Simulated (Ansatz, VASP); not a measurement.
**One calculation of HgTe, two programs**

The input INCAR:

```
SYSTEM = HgTe
ALGO     = Normal         ! electronic algorithm
EDIFF    = 1E-6           ! SCF threshold, eV
ENCUT    = 500            ! plane-wave cutoff, eV
GGA      = PS             ! functional
GGA_COMPAT= .FALSE.      
ISIF     = 2              ! what is computed and relaxed
ISMEAR   = -1             ! smearing method
LASPH    = .TRUE.         ! aspherical terms in the spheres
LCHARG   = .FALSE.        ! write CHGCAR
LREAL    = .FALSE.        ! projectors in reciprocal space
LWAVE    = .FALSE.        ! write WAVECAR
NBANDS   = 16             ! bands
NELM     = 120            ! most SCF steps
PREC     = Accurate       ! precision mode
SIGMA    = 0.1            ! smearing width, eV
```

The input KPOINTS:

```
k-points
0
G
  6 6 6
  0 0 0
```

The input POSCAR:

```
HgTe
1.0
   -3.0456030000      3.0456030000      1.5594100000
    3.0456030000     -3.0456030000      1.5594100000
    3.0456030000      3.0456030000     -1.5594100000
Hg Te
1 1
Direct
    0.2500000000      0.7500000000      0.5000000000
    0.0000000000      0.0000000000      0.0000000000
```

Input for Ansatz:

```yaml
crystal:
  lattice:
    - [-3.045603, 3.045603, 1.55941]
    - [3.045603, -3.045603, 1.55941]
    - [3.045603, 3.045603, -1.55941]
  atoms:
    - { symbol: Hg, position: [0.25, 0.75, 0.5] }
    - { symbol: Te, position: [0.0, 0.0, 0.0] }
kpoints:
  mp_grid:
    grid: [6, 6, 6]
    shift: [0.0, 0.0, 0.0]
hamiltonian:
  xc: pbesol
  pseudopotentials:
    kind: paw
scf:
  convergence:
    dr2_threshold: 1.0e-09
  occupations:
    method: fermi_dirac
    width: 0.1
output:
  forces: true
  stress: true
```

Alike in both runs: task single point; functional PBEsol; k mesh 6 × 6 × 6; occupations fermi-dirac, width 0.1 eV; no spin polarisation.

|  | VASP | Ansatz |
| --- | --- | --- |
| version | VASP 6.6.1 | Ansatz 0.2.0 |
| potentials or method | VASP PAW PBE potentials, release 64 (Hg, Te) | plane waves, PAW |
| plane-wave cutoff (eV) | 500 | 420 |
| valence electrons in the cell | 18 | 36 |

```tsv
	VASP	Ansatz	Ansatz less VASP
pressure (GPa)	-3.1	-3.2	-0.10
```

VASP's potentials were made for PBE, not for PBEsol. The functional is the same, so the differences come from potentials, cutoffs and numerics. VASP's potentials hold 18 valence electrons a cell and Ansatz's 36, so a difference there can come from the potentials and not from the codes. Ansatz's warnings: stress scf threshold loose.

The k mesh is coarse, so the values compare programs but aren't converged. Spin-orbit coupling is off throughout.
